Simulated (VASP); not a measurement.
# TaRh3 (Pm-3m) in VASP: a series of runs

TaRh3 is run at these levels: LDA; tasks: single point.

Program: VASP 6.6.1. These are calculated values, not measurements. Logs are shortened: lines on timing, memory, paths and dates and some standing lists are left out, and cuts for length are marked.

## Step 1: The cell of the first run

It takes space group Pm-3m (No. 221, cubic). Conventional cell: a = 3.860 Å, b = 3.860 Å, c = 3.860 Å, α = 90.00°, β = 90.00°, γ = 90.00°. Ta (site symmetry m-3m) has 12 Rh at 2.73 Å within 3.6 Å. Within 3.6 Å of Rh (site symmetry 4/mmm) lie 4 Ta at 2.73 Å and 8 Rh at 2.73 Å.

## Step 2: Single point, LDA

Contents of INCAR:

```
SYSTEM = TaRh3
ALGO = Normal ; EDIFF = 1E-6
ENCUT = 520 ; ISIF = 2
ISMEAR = 1 ; LASPH = .TRUE.
LCHARG = .FALSE. ; LREAL = .FALSE.
LWAVE = .FALSE. ; NBANDS = 36
NELM = 100 ; PREC = Accurate
SIGMA = 0.1
```

Contents of KPOINTS:

```
k-points
0
G
  7 7 7
  0 0 0
```

Contents of POSCAR:

```
TaRh3
1.0
    3.8600000000      0.0000000000      0.0000000000
    0.0000000000      3.8600000000      0.0000000000
    0.0000000000      0.0000000000      3.8600000000
Ta Rh
1 3
Direct
    0.0000000000      0.0000000000      0.0000000000
    0.0000000000      0.5000000000      0.5000000000
    0.5000000000      0.0000000000      0.5000000000
    0.5000000000      0.5000000000      0.0000000000
```

Potentials or basis: VASP PAW LDA potentials, release 64 (Ta_pv, Rh_pv).

Started as:

```console
cat potpaw_LDA.64/Ta_pv/POTCAR potpaw_LDA.64/Rh_pv/POTCAR > POTCAR
mpirun -np 1 vasp_std > vasp.out
```

OUTCAR:

```text
SYSTEM = TaRh3
   EDIFF = 1E-6
   ENCUT = 520
   ISIF = 2
   ISMEAR = 1
   LASPH = .TRUE.
   LREAL = .FALSE.
   NELM = 100
   PREC = Accurate

 ion  position               nearest neighbor table
   1  0.000  0.000  0.000-   2 2.73   3 2.73   4 2.73   2 2.73   3 2.73   2 2.73   4 2.73   2 2.73
                             3 2.73   4 2.73   3 2.73   4 2.73
   2  0.000  0.500  0.500-   1 2.73   3 2.73   4 2.73   1 2.73   4 2.73   1 2.73   3 2.73   1 2.73
                             3 2.73   4 2.73   4 2.73   3 2.73
   3  0.500  0.000  0.500-   1 2.73   2 2.73   4 2.73   1 2.73   4 2.73   2 2.73   4 2.73   4 2.73
                             1 2.73   2 2.73   1 2.73   2 2.73
   4  0.500  0.500  0.000-   1 2.73   2 2.73   3 2.73   2 2.73   3 2.73   1 2.73   3 2.73   3 2.73
                             1 2.73   2 2.73   2 2.73   1 2.73

  LATTYP: Found a simple cubic cell.
 ALAT       =     3.8600000000

  Lattice vectors:

 A1 = (   3.8600000000,   0.0000000000,   0.0000000000)
 A2 = (   0.0000000000,   3.8600000000,   0.0000000000)
 A3 = (   0.0000000000,   0.0000000000,   3.8600000000)

Analysis of symmetry for initial positions (statically):
=====================================================================
 Subroutine PRICEL returns:
 Original cell was already a primitive cell.

 Routine SETGRP: Setting up the symmetry group for a
 simple cubic supercell.

 Subroutine GETGRP returns: Found 48 space group operations
 (whereof 48 operations were pure point group operations)
 out of a pool of 48 trial point group operations.

The static configuration has the point symmetry O_h .

Analysis of symmetry for dynamics (positions and initial velocities):
=====================================================================
 Subroutine PRICEL returns:
 Original cell was already a primitive cell.

 Routine SETGRP: Setting up the symmetry group for a
 simple cubic supercell.

 Subroutine GETGRP returns: Found 48 space group operations
 (whereof 48 operations were pure point group operations)
 out of a pool of 48 trial point group operations.

The dynamic configuration has the point symmetry O_h .

 Subroutine INISYM returns: Found 48 space group operations
 (whereof 48 operations are pure point group operations),
 and found     1 'primitive' translations

----------------------------------------------------------------------------------------

                                     Primitive cell

  volume of cell :      57.5125

  direct lattice vectors                    reciprocal lattice vectors
     3.860000000  0.000000000  0.000000000     0.259067358  0.000000000  0.000000000
     0.000000000  3.860000000  0.000000000     0.000000000  0.259067358  0.000000000
     0.000000000  0.000000000  3.860000000     0.000000000  0.000000000  0.259067358

  length of vectors
     3.860000000  3.860000000  3.860000000     0.259067358  0.259067358  0.259067358

  position of ions in fractional coordinates (direct lattice)
     0.000000000  0.000000000  0.000000000
     0.000000000  0.500000000  0.500000000
     0.500000000  0.000000000  0.500000000
     0.500000000  0.500000000  0.000000000

  ion indices of the primitive-cell ions
   primitive index   ion index
                 1           1
                 2           2
                 3           3
                 4           4

----------------------------------------------------------------------------------------

 KPOINTS: k-points

Automatic generation of k-mesh.
 Grid dimensions read from file:
 generate k-points for:    7    7    7

 Generating k-lattice:

  Cartesian coordinates                     Fractional coordinates (reciprocal lattice)
     0.037009623  0.000000000  0.000000000     0.142857143  0.000000000  0.000000000
     0.000000000  0.037009623  0.000000000     0.000000000  0.142857143  0.000000000
     0.000000000  0.000000000  0.037009623     0.000000000  0.000000000  0.142857143

  Length of vectors
     0.037009623  0.037009623  0.037009623

  Shift w.r.t. Gamma in fractional coordinates (k-lattice)
     0.000000000  0.000000000  0.000000000

 Subroutine IBZKPT returns following result:
 ===========================================

 Found     20 irreducible k-points:

 Following reciprocal coordinates:
            Coordinates               Weight
  0.000000  0.000000  0.000000      1.000000
  0.142857  0.000000  0.000000      6.000000
  0.285714  0.000000  0.000000      6.000000
  0.428571  0.000000  0.000000      6.000000
  0.142857  0.142857  0.000000     12.000000
  0.285714  0.142857  0.000000     24.000000
[... 12 lines left out ...]
  0.428571  0.428571  0.285714     24.000000
  0.428571  0.428571  0.428571      8.000000
   k-points           NKPTS =     20   k-points in BZ     NKDIM =     20   number of bands    NBANDS=     36
   number of dos      NEDOS =    301   number of ions     NIONS =      4
   total plane-waves  NPLWV =  27000
   dimension x,y,z NGX =    30 NGY =   30 NGZ =   30
   dimension x,y,z NGXF=    60 NGYF=   60 NGZF=   60
   ions per type =               1   3
   NGX,Y,Z   is equivalent  to a cutoff of  12.92, 12.92, 12.92 a.u.
   NGXF,Y,Z  is equivalent  to a cutoff of  25.84, 25.84, 25.84 a.u.
 SYSTEM =  TaRh3
   PREC   = accura    normal or accurate (medium, high low for compatibility)
   ISTART =      0    job   : 0-new  1-cont  2-samecut
   ICHARG =      2    charge: 1-file 2-atom 10-const
   ISPIN  =      1    spin polarized calculation?
   LNONCOLLINEAR =      F non collinear calculations
   LSORBIT =      F    spin-orbit coupling
   LASPH  =      T    aspherical Exc in radial PAW
   ENCUT  =  520.0 eV  38.22 Ry    6.18 a.u.   7.18  7.18  7.18*2*pi/ulx,y,z
   NELM   =    100;   NELMIN=  2; NELMDL= -5     # of ELM steps
   EDIFF  = 0.1E-05   stopping-criterion for ELM
   LREAL  =      F    real-space projection
   EDIFFG = 0.1E-04   stopping-criterion for IOM
   NSW    =      0    number of steps for IOM
   IBRION =     -1    ionic relax: 0-MD 1-quasi-New 2-CG
   NFREE  =      0    steps in history (QN), initial steepest desc. (CG)
   ISIF   =      2    stress and relaxation
   ISYM   =      2    0-nonsym 1-usesym 2-fastsym
   POTIM  = 0.5000    time-step for ionic-motion
   TEBEG  =    0.0;   TEEND  =   0.0 temperature during run
   PSTRESS=    0.0 pullay stress
   NELECT =      56.0000    total number of electrons
   NUPDOWN=      -1.0000    fix difference up-down
   EMIN   =  10.00;   EMAX   =-10.00  energy-range for DOS
   EFERMI =   0.00;   METHOD = LEGACY
   ISMEAR =     1;   SIGMA  =   0.10  broadening in eV -4-tet -1-fermi 0-gaus
   EFERMI_NEDOS =   21; number of points for ismear=-14 and -15
   IALGO  =     38    algorithm
   IMIX   =      4    mixing-type and parameters
     AMIX     =   0.40;   BMIX     =  1.00
     AMIX_MAG =   1.60;   BMIX_MAG =  1.00
  volume/ion in A,a.u.               =      14.38        97.03
  Fermi-wavevector in a.u.,A,eV,Ry     =   1.622620  3.066307 35.822728  2.632896
  Thomas-Fermi vector in A             =   2.716204
   LORBIT       =      0    0 simple, 1 ext, 2 COOP (PROOUT), +10 PAW based schemes
   GGA     = CA    functional components
   LHFCALC =     F    Hartree Fock is set to
   AEXX    =    0.0000 exact exchange contribution
   IVDW    =     0    specifies the selected vdW correction
   LEPSILON=     F    determine dielectric tensor
   LRPA    =     F    only Hartree local field effects (RPA)
 non-spin polarized calculation
 Methfessel and Paxton  Order N= 1 SIGMA  =   0.10
  energy-cutoff  :      520.00
  volume of cell :       57.51
 maximum number of plane-waves:      1562
 NGX is ok and might be reduce to    30
   NGX = 15   NGY = 15   NGZ = 15

 number of electron      56.0000042 magnetization

 Free energy of the ion-electron system (eV)
  ---------------------------------------------------
  ext. energy  EPLUGINS =         0.00000000
  ---------------------------------------------------
  free energy    TOTEN  =       -41.33260003 eV

  energy without entropy =      -41.32895127  energy(sigma->0) =      -41.33138378

 E-fermi :  10.3466     XC(G=0): -14.0630

 val. band max:       10.3366085672   @ k =   0.2857   0.2857   0.0000
 cond. band min:      10.3771763473   @ k =   0.4286   0.2857   0.1429
 fundamental gap:      0.0405677802
 Fermi energy:        10.3465814874

 k-point     1 :       0.0000    0.0000    0.0000
  band No.  band energies     occupation
      1     -36.1715      2.00000
      2     -36.1715      2.00000
      3     -36.1715      2.00000
      4     -35.9446      2.00000
      5     -35.9446      2.00000
      6     -35.9446      2.00000
[... 28 lines left out ...]
     35      14.8394      0.00000
     36      14.8394      0.00000

 k-point     2 :       0.1429    0.0000    0.0000
  band No.  band energies     occupation
      1     -36.1589      2.00000
      2     -36.1589      2.00000
      3     -36.1520      2.00000
      4     -35.9485      2.00000
      5     -35.9485      2.00000
      6     -35.9460      2.00000
[... 28 lines left out ...]
     35      15.9078      0.00000
     36      15.9078      0.00000

 k-point     3 :       0.2857    0.0000    0.0000
  band No.  band energies     occupation
      1     -36.1259      2.00000
      2     -36.1259      2.00000
      3     -36.0990      2.00000
      4     -35.9614      2.00000
      5     -35.9614      2.00000
      6     -35.9490      2.00000
[... 28 lines left out ...]
     35      17.7406      0.00000
     36      17.7406      0.00000

 k-point     4 :       0.4286    0.0000    0.0000
  band No.  band energies     occupation
      1     -36.0902      2.00000
      2     -36.0902      2.00000
      3     -36.0358      2.00000
      4     -35.9806      2.00000
      5     -35.9806      2.00000
      6     -35.9513      2.00000
[... 28 lines left out ...]
     35      19.5680      0.00000
     36      19.5680      0.00000

 k-point     5 :       0.1429    0.1429    0.0000
  band No.  band energies     occupation
      1     -36.1624      2.00000
      2     -36.1463      2.00000
      3     -36.1215      2.00000
      4     -35.9690      2.00000
      5     -35.9516      2.00000
      6     -35.9293      2.00000
[... 499 lines left out ...]
 k-point    18 :       0.4286    0.2857    0.2857
  band No.  band energies     occupation
      1     -36.1739      2.00000
      2     -36.1318      2.00000
      3     -36.1316      2.00000
      4     -36.0661      2.00000
      5     -35.8933      2.00000
      6     -35.8517      2.00000
[... 28 lines left out ...]
     35      16.0768      0.00000
     36      16.4000      0.00000

 k-point    19 :       0.4286    0.4286    0.2857
  band No.  band energies     occupation
      1     -36.1817      2.00000
      2     -36.1681      2.00000
      3     -36.1379      2.00000
      4     -36.1243      2.00000
      5     -35.8465      2.00000
      6     -35.8408      2.00000
[... 28 lines left out ...]
     35      15.0862      0.00000
     36      15.3987      0.00000

 k-point    20 :       0.4286    0.4286    0.4286
  band No.  band energies     occupation
      1     -36.2117      2.00000
      2     -36.1753      2.00000
      3     -36.1753      2.00000
      4     -36.1734      2.00000
      5     -35.8058      2.00000
      6     -35.8058      2.00000
[... 28 lines left out ...]
     35      14.2417      0.00000
     36      14.2417      0.00000

------------------------ aborting loop because EDIFF is reached ----------------------------------------

  FORCE on cell =-STRESS in cart. coord.  units (eV):
  Direction    XX          YY          ZZ          XY          YZ          ZX
  --------------------------------------------------------------------------------------
  -------------------------------------------------------------------------------------
  Total       -2.9482567     -2.9482567     -2.9482567     -0.0000000     -0.0000000     -0.0000000
  in kB      -82.1322945    -82.1322945    -82.1322945     -0.0000000     -0.0000000     -0.0000000
  external PRESSURE =     -82.1322945 kB  Pullay stress =       0.0000000 kB

 VOLUME and BASIS-vectors are now :
 -----------------------------------------------------------------------------
  energy-cutoff  :      520.00
  volume of cell :       57.51
      direct lattice vectors                 reciprocal lattice vectors
     3.860000000  0.000000000  0.000000000     0.259067358  0.000000000  0.000000000
     0.000000000  3.860000000  0.000000000     0.000000000  0.259067358  0.000000000
     0.000000000  0.000000000  3.860000000     0.000000000  0.000000000  0.259067358

 POSITION                                       TOTAL-FORCE (eV/Angst)
 -----------------------------------------------------------------------------------
      0.00000      0.00000      0.00000         0.000000      0.000000      0.000000
      0.00000      1.93000      1.93000         0.000000      0.000000      0.000000
      1.93000      0.00000      1.93000         0.000000      0.000000      0.000000
      1.93000      1.93000      0.00000         0.000000      0.000000      0.000000
 -----------------------------------------------------------------------------------
    total drift:                                0.000000      0.000000     -0.000000

  FREE ENERGIE OF THE ION-ELECTRON SYSTEM (eV)
  ---------------------------------------------------
  free  energy   TOTEN  =       -41.3326000349 eV

  energy  without entropy=      -41.3289512748  energy(sigma->0) =      -41.33138378
```

It took 53 s on 1 thread of Intel Xeon 8259CL, shared host; peak memory 0.17 GiB.

What came out:

| Property | Result |
| --- | --- |
| Free energy | -41.3326 eV |
| Pressure | -8.2 GPa |
| Band gap on the k mesh | zero (bands 28 and 29 overlap by 1.82 eV) |

Caveat: the cell stands under tension; spin-orbit coupling is left out, which moves the levels of the heavy elements.

## Step 3: Single point, LDA

Contents of INCAR:

```
  ALGO = Normal
  EDIFF = 1E-7
  ENCUT = 520
  GGA = CA
  ISIF = 2
  ISMEAR = 1
  LASPH = T
  LCHARG = F
  LREAL = F
  LWAVE = F
  NBANDS = 36
  NELM = 100
  PREC = Accurate
  SIGMA = 0.1
```

Contents of KPOINTS:

```
k-points
0
Gamma
  7 7 7
```

POSCAR is that of step 2.

Potentials or basis: VASP PAW LDA potentials, release 64 (Ta_pv, Rh_pv).

Started as:

```console
cat potpaw_LDA.64/Ta_pv/POTCAR potpaw_LDA.64/Rh_pv/POTCAR > POTCAR
mpirun -np 1 vasp_std > vasp.out
```

Run time: 64 s. Hardware: 1 thread of Intel Xeon 8259CL, shared host; peak memory 0.17 GiB.

It converged, with:

```
Free energy            : -41.3326 eV
Pressure               : -8.1 GPa
Band gap on the k mesh : zero (bands 28 and 29 overlap by 1.82 eV)
```

Levels at points of the mesh, in eV from the Fermi level:
```
           k point  band 26  band 27  band 28  band 29  band 30  band 31
(0.00, 0.00, 0.00)     0.95     0.95     0.95     3.12     3.12     3.33
```

Caveat: the cell stands under tension; spin-orbit coupling is left out, which moves the levels of the heavy elements.
